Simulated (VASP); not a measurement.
# CdF2 (R-3m) in VASP: a series of runs

The runs below take CdF2 through single point, with PBE, r2SCAN.

All numbers are computed with VASP 6.6.1; they aren't measurements. Logs are shortened: lines on timing, memory, paths and dates and some standing lists are left out, and cuts for length are marked.

## (1) The cell of the first run

It takes space group R-3m (No. 166, trigonal). The conventional cell has a = 3.674 Å, b = 3.674 Å, c = 9.847 Å, α = 90.00°, β = 90.00°, γ = 120.00°. Cd (site symmetry -3m) has 8 F at 2.28 to 2.43 Å within 3.0 Å. F (site symmetry 3m) has 4 Cd at 2.28 to 2.43 Å and 6 F at 2.65 to 2.72 Å within 3.0 Å.

## (2) Single point, PBE (epitaxial 111 strain -3.6%)

File INCAR:

```
SYSTEM = CdF2
  PREC = Accurate
  ENCUT = 520
  EDIFF = 1E-6
  ISMEAR = -1
  SIGMA = 0.02
  LREAL = .False.
  LASPH = .True.
  NELM = 80
  ALGO = Normal
  ISIF = 2
  LWAVE = .False.
  LCHARG = .True.
  GGA = PE
  LELF = .True.
  LVHAR = .True.
  NBANDS = 20
```

File KPOINTS:

```
regular mesh
0
Gamma
  8 8 8
  0 0 0
```

File POSCAR:

```
CdF2
1.0
    0.1631095830      2.7611051209      2.7611051209
    2.7611051209      0.1631095830      2.7611051209
    2.7611051209      2.7611051209      0.1631095830
Cd F
1 2
Direct
    0.0000000000      0.0000000000      0.0000000000
    0.2472295944      0.2472295944      0.2472295944
    0.7527704056      0.7527704056      0.7527704056
```

Potentials or basis: VASP PAW PBE potentials, release 64 (Cd, F).

Run with:

```sh
> cat potpaw_PBE.64/Cd/POTCAR potpaw_PBE.64/F/POTCAR > POTCAR
> mpirun -np 1 vasp_std > vasp.out
```

OUTCAR:

```text
SYSTEM = CdF2
   PREC = Accurate
   ENCUT = 520
   EDIFF = 1E-6
   ISMEAR = -1
   LREAL = .False.
   LASPH = .True.
   NELM = 80
   ISIF = 2
   GGA = PE

 ion  position               nearest neighbor table
   1  0.000  0.000  0.000-   3 2.28   3 2.28   3 2.28   2 2.28   2 2.28   2 2.28   3 2.43   2 2.43

   2  0.247  0.247  0.247-   1 2.28   1 2.28   1 2.28   1 2.43
   3  0.753  0.753  0.753-   1 2.28   1 2.28   1 2.28   1 2.43

  LATTYP: Found a trigonal (rhomboedric) cell.
 ALAT       =     3.9081975018
 COS(alpha) =     0.5581002091

  Lattice vectors:

 A1 = (   0.1631095830,   2.7611051209,   2.7611051209)
 A2 = (   2.7611051209,   0.1631095830,   2.7611051209)
 A3 = (   2.7611051209,   2.7611051209,   0.1631095830)

Analysis of symmetry for initial positions (statically):
=====================================================================
 Subroutine PRICEL returns:
 Original cell was already a primitive cell.

 Routine SETGRP: Setting up the symmetry group for a
 trigonal (rhombohedral) supercell.

 Subroutine GETGRP returns: Found 12 space group operations
 (whereof 12 operations were pure point group operations)
 out of a pool of 12 trial point group operations.

The static configuration has the point symmetry D_3d.

Analysis of symmetry for dynamics (positions and initial velocities):
=====================================================================
 Subroutine PRICEL returns:
 Original cell was already a primitive cell.

 Routine SETGRP: Setting up the symmetry group for a
 trigonal (rhombohedral) supercell.

 Subroutine GETGRP returns: Found 12 space group operations
 (whereof 12 operations were pure point group operations)
 out of a pool of 12 trial point group operations.

The dynamic configuration has the point symmetry D_3d.

 Subroutine INISYM returns: Found 12 space group operations
 (whereof 12 operations are pure point group operations),
 and found     1 'primitive' translations

----------------------------------------------------------------------------------------

                                     Primitive cell

  volume of cell :      38.3735

  direct lattice vectors                    reciprocal lattice vectors
     0.163109583  2.761105121  2.761105121    -0.197977554  0.186934577  0.186934577
     2.761105121  0.163109583  2.761105121     0.186934577 -0.197977554  0.186934577
     2.761105121  2.761105121  0.163109583     0.186934577  0.186934577 -0.197977554

  length of vectors
     3.908197502  3.908197502  3.908197502     0.330278949  0.330278949  0.330278949

  position of ions in fractional coordinates (direct lattice)
     0.000000000  0.000000000  0.000000000
     0.247229594  0.247229594  0.247229594
     0.752770406  0.752770406  0.752770406

  ion indices of the primitive-cell ions
   primitive index   ion index
                 1           1
                 2           2
                 3           3

----------------------------------------------------------------------------------------

 KPOINTS: regular mesh

Automatic generation of k-mesh.
 Grid dimensions read from file:
 generate k-points for:    8    8    8

 Generating k-lattice:

  Cartesian coordinates                     Fractional coordinates (reciprocal lattice)
    -0.024747194  0.023366822  0.023366822     0.125000000  0.000000000  0.000000000
     0.023366822 -0.024747194  0.023366822     0.000000000  0.125000000  0.000000000
     0.023366822  0.023366822 -0.024747194     0.000000000  0.000000000  0.125000000

  Length of vectors
     0.041284869  0.041284869  0.041284869

  Shift w.r.t. Gamma in fractional coordinates (k-lattice)
     0.000000000  0.000000000  0.000000000

 Subroutine IBZKPT returns following result:
 ===========================================

 Found     65 irreducible k-points:

 Following reciprocal coordinates:
            Coordinates               Weight
  0.000000  0.000000  0.000000      1.000000
  0.125000 -0.000000  0.000000      6.000000
  0.250000 -0.000000  0.000000      6.000000
  0.375000  0.000000  0.000000      6.000000
  0.500000 -0.000000  0.000000      3.000000
  0.125000  0.125000 -0.000000      6.000000
[... 16 lines left out ...]
  0.250000  0.125000  0.125000      6.000000
  0.375000  0.125000  0.125000      6.000000
 [... further k-points ...]
   k-points           NKPTS =     65   k-points in BZ     NKDIM =     65   number of bands    NBANDS=     20
   number of dos      NEDOS =    301   number of ions     NIONS =      3
   total plane-waves  NPLWV =  27000
   dimension x,y,z NGX =    30 NGY =   30 NGZ =   30
   dimension x,y,z NGXF=    60 NGYF=   60 NGZF=   60
   ions per type =               1   2
   NGX,Y,Z   is equivalent  to a cutoff of  12.76, 12.76, 12.76 a.u.
   NGXF,Y,Z  is equivalent  to a cutoff of  25.52, 25.52, 25.52 a.u.
 SYSTEM =  CdF2
   PREC   = accura    normal or accurate (medium, high low for compatibility)
   ISTART =      0    job   : 0-new  1-cont  2-samecut
   ICHARG =      2    charge: 1-file 2-atom 10-const
   ISPIN  =      1    spin polarized calculation?
   LNONCOLLINEAR =      F non collinear calculations
   LSORBIT =      F    spin-orbit coupling
   LASPH  =      T    aspherical Exc in radial PAW
   ENCUT  =  520.0 eV  38.22 Ry    6.18 a.u.   7.27  7.27  7.27*2*pi/ulx,y,z
   NELM   =     80;   NELMIN=  2; NELMDL= -5     # of ELM steps
   EDIFF  = 0.1E-05   stopping-criterion for ELM
   LREAL  =      F    real-space projection
   EDIFFG = 0.1E-04   stopping-criterion for IOM
   NSW    =      0    number of steps for IOM
   IBRION =     -1    ionic relax: 0-MD 1-quasi-New 2-CG
   NFREE  =      0    steps in history (QN), initial steepest desc. (CG)
   ISIF   =      2    stress and relaxation
   ISYM   =      2    0-nonsym 1-usesym 2-fastsym
   POTIM  = 0.5000    time-step for ionic-motion
   TEBEG  =    0.0;   TEEND  =   0.0 temperature during run
   PSTRESS=    0.0 pullay stress
   NELECT =      26.0000    total number of electrons
   NUPDOWN=      -1.0000    fix difference up-down
   EMIN   =  10.00;   EMAX   =-10.00  energy-range for DOS
   EFERMI =   0.00;   METHOD = LEGACY
   ISMEAR =    -1;   SIGMA  =   0.02  broadening in eV -4-tet -1-fermi 0-gaus
   EFERMI_NEDOS =   21; number of points for ismear=-14 and -15
   IALGO  =     38    algorithm
   IMIX   =      4    mixing-type and parameters
     AMIX     =   0.40;   BMIX     =  1.00
     AMIX_MAG =   1.60;   BMIX_MAG =  1.00
  volume/ion in A,a.u.               =      12.79        86.32
  Fermi-wavevector in a.u.,A,eV,Ry     =   1.437878  2.717195 28.129953  2.067493
  Thomas-Fermi vector in A             =   2.556907
   LORBIT       =      0    0 simple, 1 ext, 2 COOP (PROOUT), +10 PAW based schemes
   GGA     = PE    functional components
   LHFCALC =     F    Hartree Fock is set to
   AEXX    =    0.0000 exact exchange contribution
   IVDW    =     0    specifies the selected vdW correction
   LEPSILON=     F    determine dielectric tensor
   LRPA    =     F    only Hartree local field effects (RPA)
 non-spin polarized calculation
  energy-cutoff  :      520.00
  volume of cell :       38.37
 maximum number of plane-waves:      1052
 NGX is ok and might be reduce to    30
   NGX = 15   NGY = 15   NGZ = 15

 number of electron      26.0000005 magnetization

 Free energy of the ion-electron system (eV)
  ---------------------------------------------------
  ext. energy  EPLUGINS =         0.00000000
  ---------------------------------------------------
  free energy    TOTEN  =       -10.79240511 eV

  energy without entropy =      -10.79240511  energy(sigma->0) =      -10.79240511

 E-fermi :  -0.6274     XC(G=0): -10.5155

 val. band max:       -1.1657425042   @ k =  -0.2500   0.5000   0.2500
 cond. band min:       1.9844660085   @ k =   0.0000   0.0000   0.0000
 fundamental gap:      3.1502085128
 Fermi energy:        -0.6273521824

 k-point     1 :       0.0000    0.0000    0.0000
  band No.  band energies     occupation
      1     -22.0903      2.00000
      2     -20.9432      2.00000
      3      -6.8695      2.00000
      4      -6.8695      2.00000
      5      -6.8190      2.00000
      6      -5.5558      2.00000
[... 12 lines left out ...]
     19      18.9295      0.00000
     20      18.9295      0.00000

 k-point     2 :       0.1250   -0.0000    0.0000
  band No.  band energies     occupation
      1     -22.0366      2.00000
      2     -20.9902      2.00000
      3      -6.8031      2.00000
      4      -6.7636      2.00000
      5      -6.6799      2.00000
      6      -5.5846      2.00000
[... 12 lines left out ...]
     19      18.2907      0.00000
     20      18.6082      0.00000

 k-point     3 :       0.2500   -0.0000    0.0000
  band No.  band energies     occupation
      1     -21.8924      2.00000
      2     -21.1150      2.00000
      3      -6.6523      2.00000
      4      -6.6014      2.00000
      5      -6.2102      2.00000
      6      -5.6243      2.00000
[... 12 lines left out ...]
     19      18.1059      0.00000
     20      18.4091      0.00000

 k-point     4 :       0.3750    0.0000    0.0000
  band No.  band energies     occupation
      1     -21.6996      2.00000
      2     -21.2842      2.00000
      3      -6.5360      2.00000
      4      -6.4732      2.00000
      5      -5.6206      2.00000
      6      -5.5878      2.00000
[... 12 lines left out ...]
     19      17.8446      0.00000
     20      17.8954      0.00000

 k-point     5 :       0.5000   -0.0000    0.0000
  band No.  band energies     occupation
      1     -21.5375      2.00000
      2     -21.4354      2.00000
      3      -6.5046      2.00000
      4      -6.4382      2.00000
      5      -5.5394      2.00000
      6      -5.4465      2.00000
[... 12 lines left out ...]
     19      17.5287      0.00000
     20      17.7984      0.00000
[... 353 lines left out ...]
      6      -5.4230      2.00000
[... 12 lines left out ...]
     19      18.3637      0.00000
     20      20.1264      0.00000

 k-point    22 :       0.1250    0.1250    0.1250
  band No.  band energies     occupation
      1     -22.0429      2.00000
      2     -20.9888      2.00000
      3      -6.8234      2.00000
      4      -6.8234      2.00000
      5      -6.6617      2.00000
      6      -5.5643      2.00000
[... 12 lines left out ...]
     19      18.7110      0.00000
     20      18.7110      0.00000

 k-point    23 :       0.2500    0.1250    0.1250
  band No.  band energies     occupation
      1     -21.9639      2.00000
      2     -21.0585      2.00000
      3      -6.7294      2.00000
      4      -6.7256      2.00000
      5      -6.4124      2.00000
      6      -5.6307      2.00000
[... 12 lines left out ...]
     19      18.0411      0.00000
     20      19.1165      0.00000

 k-point    24 :       0.3750    0.1250    0.1250
  band No.  band energies     occupation
      1     -21.8095      2.00000
      2     -21.1891      2.00000
      3      -6.5781      2.00000
      4      -6.5530      2.00000
      5      -5.9448      2.00000
      6      -5.6667      2.00000
[... 12 lines left out ...]
     19      17.6548      0.00000
     20      19.4185      0.00000

 [... further k-points ...]

------------------------ aborting loop because EDIFF is reached ----------------------------------------

  FORCE on cell =-STRESS in cart. coord.  units (eV):
  Direction    XX          YY          ZZ          XY          YZ          ZX
  --------------------------------------------------------------------------------------
  -------------------------------------------------------------------------------------
  Total        2.2016688      2.2016688      2.2016688     -0.3549688     -0.3549688     -0.3549688
  in kB       91.9244120     91.9244120     91.9244120    -14.8207133    -14.8207133    -14.8207133
  external PRESSURE =      91.9244120 kB  Pullay stress =       0.0000000 kB

 VOLUME and BASIS-vectors are now :
 -----------------------------------------------------------------------------
  energy-cutoff  :      520.00
  volume of cell :       38.37
      direct lattice vectors                 reciprocal lattice vectors
     0.163109583  2.761105121  2.761105121    -0.197977554  0.186934577  0.186934577
     2.761105121  0.163109583  2.761105121     0.186934577 -0.197977554  0.186934577
     2.761105121  2.761105121  0.163109583     0.186934577  0.186934577 -0.197977554

 POSITION                                       TOTAL-FORCE (eV/Angst)
 -----------------------------------------------------------------------------------
      0.00000      0.00000      0.00000        -0.000000      0.000000     -0.000000
      1.40558      1.40558      1.40558        -0.040396     -0.040396     -0.040396
      4.27974      4.27974      4.27974         0.040396      0.040396      0.040396
 -----------------------------------------------------------------------------------
    total drift:                                0.000000      0.000000      0.000000

  FREE ENERGIE OF THE ION-ELECTRON SYSTEM (eV)
  ---------------------------------------------------
  free  energy   TOTEN  =       -10.7924051105 eV

  energy  without entropy=      -10.7924051105  energy(sigma->0) =      -10.79240511
```

Run time: 54 s. Hardware: 1 thread of Intel Xeon Platinum 8259CL at 2.50GHz (Skylake/Cascade Lake), shared host; peak memory 0.19 GiB.

What came out:

* Free energy: -10.7924 eV
* Pressure: 9.2 GPa
* Largest force: 0.070 eV/Å
* Band gap on the k mesh: 3.15 eV, indirect (least direct gap 3.52 eV)

Forces in eV/Å, atoms in the order of the input:
```
Cd   0.000  0.000  0.000
F   -0.040 -0.040 -0.040
F    0.040  0.040  0.040
```

Caveat: the cell differs from its parent crystal (epitaxial 111 strain -3.6%). A k mesh can miss the band edges.

## (3) Single point, r2SCAN (epitaxial 111 strain -3.6%)

POSCAR is that of step 2.

File INCAR.step1:

```
ALGO = Normal
EDIFF = 1E-4
ENCUT = 520
GGA = PE
ISMEAR = 0
LASPH = True
LCHARG = False
LREAL = False
LWAVE = True
NBANDS = 20
NELM = 60
PREC = Accurate
SIGMA = 0.01
```

File INCAR.step2:

```
ALGO = Normal
EDIFF = 1E-7
ENCUT = 520
ISIF = 2
ISMEAR = 0
ISTART = 1
LASPH = True
LCHARG = False
LMIXTAU = True
LREAL = False
LWAVE = False
METAGGA = R2SCAN
NBANDS = 20
NELM = 60
PREC = Accurate
SIGMA = 0.01
```

File KPOINTS:

```
k-points
0
Gamma
  8 8 8
```

Potentials or basis: VASP PAW PBE potentials, release 64 (Cd, F).

Run with:

```sh
> cat potpaw_PBE.64/Cd/POTCAR potpaw_PBE.64/F/POTCAR > POTCAR
> cp INCAR.step1 INCAR
> mpirun -np 1 vasp_std > vasp.out
> cp INCAR.step2 INCAR
> mpirun -np 1 vasp_std > vasp.out
```

It took 4.2 min on 1 thread of Intel Xeon Platinum 8259CL at 2.50GHz (Skylake/Cascade Lake), shared host; peak memory 0.19 GiB.

It converged, with:

| Quantity | Value |
| --- | --- |
| Free energy | -33.6730 eV |
| Pressure | 3.9 GPa |
| Largest force | 0.041 eV/Å |
| Band gap on the k mesh | 3.83 eV, indirect (least direct gap 4.19 eV) |

Forces in eV/Å, atoms in the order of the input:
```
Cd   0.000  0.000  0.000
F   -0.024 -0.024 -0.024
F    0.024  0.024  0.024
```

Stress tensor (GPa, compression positive):
```
 3.95 -1.58 -1.58
-1.58  3.95 -1.58
-1.58 -1.58  3.95
```

Levels at points of the mesh, in eV from the valence-band top:
```tsv
k point	band 9	band 10	band 11	band 12	band 13	band 14	band 15	band 16	band 17	band 18
(0.00, 0.00, 0.00)	-1.13	-0.90	-0.75	-0.36	-0.36	3.83	12.64	14.34	14.34	18.11
(0.50, 0.00, 0.00)	-2.46	-1.95	-1.91	-0.50	-0.40	8.28	9.89	15.21	16.06	18.18
(0.50, 0.50, 0.00)	-3.06	-2.97	-0.59	-0.17	-0.01	9.05	10.61	12.28	14.93	16.03
(0.50, 0.50, 0.50)	-2.25	-1.91	-1.91	-0.20	-0.20	7.72	9.42	16.25	16.25	19.63
```

Caveat: the cell differs from its parent crystal (epitaxial 111 strain -3.6%); the PAW data sets were made with another functional, which shifts forces and pressure a little.
